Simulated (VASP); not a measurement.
Input of a VASP 6.6.1 run:

Contents of INCAR:

```
SYSTEM = P4C
ALGO = Normal
EDIFF = 1E-6
ENCUT = 600
GGA = PE
GGA_COMPAT = .False.
ISIF = 2
ISMEAR = 0
ISPIN = 2
LASPH = .True.
LCHARG = .False.
LORBIT = 11
LREAL = .False.
LWAVE = .False.
MAGMOM = 0 0 0 0 0 0 0 0 1 1
NBANDS = 39
NELM = 200
PREC = Accurate
SIGMA = 0.1
```

The input KPOINTS:

```
k-points
0
Gamma
  4 4 2
  0 0 0
```

POSCAR

```
P4C
1.0
    4.8705424157      0.0000000000      0.0000000000
    1.9030835759      4.7275055542      0.0000000000
    2.4035173568      0.4870635353      8.2114267052
P C
8 2
Direct
    0.8876106205      0.2380061422      0.1179868875
    0.4423284896      0.9009252354      0.6808614210
    0.5561490757      0.1761187501      0.3757029734
    0.0557409860      0.7436382092      0.8653355899
    0.2232220818      0.6114510789      0.4021381418
    0.6125524438      0.0669694017      0.8426877833
    0.3528383440      0.9190471892      0.1019880963
    0.7710086690      0.4824209445      0.6007642901
    0.0503699810      0.9014534222      0.0344109929
    0.5481793086      0.4599696268      0.4781238236
```

Potentials or basis: VASP PAW PBE potentials, release 64 (P, C).

Run with:

```bash
$ cat potpaw_PBE.64/P/POTCAR potpaw_PBE.64/C/POTCAR > POTCAR
$ mpirun -np 1 vasp_std > vasp.out
```

Question: Estimate the largest force.

Answer: 0.371 eV/Å.

Question: Predict the band gap on the k mesh.

Answer: Zero (filled and empty bands overlap).

Question: What does it give for the pressure?

Answer: 0.4 GPa.

Forces in eV/Å, atoms in the order of the input:
```
P   -0.217 -0.167 -0.090
P   -0.123  0.050 -0.085
P    0.183 -0.014 -0.007
P    0.099  0.020  0.303
P   -0.159  0.065  0.054
P    0.027 -0.007 -0.220
P    0.176 -0.039  0.140
P   -0.230  0.124 -0.032
C   -0.123  0.014 -0.097
C    0.367 -0.046  0.034
```

Caveat: the k points lie up to 0.38 Å⁻¹ apart, too coarse for converged energies and pressures of a metal.
